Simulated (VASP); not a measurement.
A run of VASP 6.6.1 is set up as follows.

INCAR

```
SYSTEM = HgTe
PREC = Accurate
ENCUT = 500
EDIFF = 1E-6
ISMEAR = 0
SIGMA = 0.05
LREAL = .FALSE.
LASPH = .TRUE.
NELM = 120
ALGO = Normal
ISIF = 2
LWAVE = .FALSE.
LCHARG = .TRUE.
GGA = PS
LELF = .TRUE.
LVHAR = .TRUE.
NBANDS = 16
GGA_COMPAT = .FALSE.
```

KPOINTS

```
regular mesh
0
G
  4 4 4
  0 0 0
```

File POSCAR:

```
HgTe
1.0
    0.0000000000      3.2891578872      3.2891578872
    3.2891578872      0.0000000000      3.2891578872
    3.2891578872      3.2891578872      0.0000000000
Hg Te
1 1
Direct
    0.0000000000      0.0000000000      0.0000000000
    0.2500000000      0.2500000000      0.2500000000
```

Potentials or basis: VASP PAW PBE potentials, release 64 (Hg, Te).

Run with:

```sh
$ cat potpaw_PBE.64/Hg/POTCAR potpaw_PBE.64/Te/POTCAR > POTCAR
$ mpirun -np 1 vasp_std > vasp.out
```

(1) Predict the pressure.

(2) Predict the band gap on the k mesh.

## Answers

(1) -0.7 GPa.

(2) zero (filled and empty bands touch).

Caveat: the k points lie up to 0.41 Å⁻¹ apart; semilocal functionals underestimate gaps, and a narrow one can read as zero; the PAW data sets were made with another functional, which shifts forces and pressure a little; spin-orbit coupling is left out, which moves the levels of the heavy elements.
